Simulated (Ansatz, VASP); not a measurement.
**CO2: VASP beside Ansatz**

```
CELL_PARAMETERS angstrom
2.73023 -2.45427 0.00000
2.73023 2.45427 0.00000
0.00000 0.00000 6.55334
ATOMIC_POSITIONS crystal
C 0.00000 0.00000 0.00000
C 0.50000 0.50000 0.50000
O 0.80938 0.19062 0.89527
O 0.19062 0.80938 0.10473
O 0.69062 0.30938 0.39527
O 0.30938 0.69062 0.60473
```

Alike in both runs: functional r2SCAN; k mesh 6 × 6 × 4; occupations gaussian, width 0.02 eV; no spin polarisation.

Ansatz relaxed the structure, and its values are those at the end. VASP's run is a single point on that final structure, the one shown.

```csv
,VASP,Ansatz
version,VASP 6.6.1,Ansatz 0.2.0
potentials or method,"VASP PAW PBE potentials, release 64 (C, O), cutoff 520 eV","scalar-relativistic, plane waves, PAW"
valence electrons in the cell,32,32
```

|  | VASP | Ansatz | Ansatz less VASP |
| --- | --- | --- | --- |
| gap on the k mesh at the Fermi level (eV) | 7.24 | 7.27 | +0.022 |
| least direct gap on the mesh (eV) | 7.71 | 7.73 | +0.023 |
| pressure (GPa) | 1.9 | 0.0 | -1.88 |
| rms of the force components (eV/Å) | 0.371 | 0.001 | -0.3697 |

VASP's potentials were made for PBE, not for r2SCAN.

Noted on VASP's run: the standard files for N, O and F lose accuracy on very short bonds.
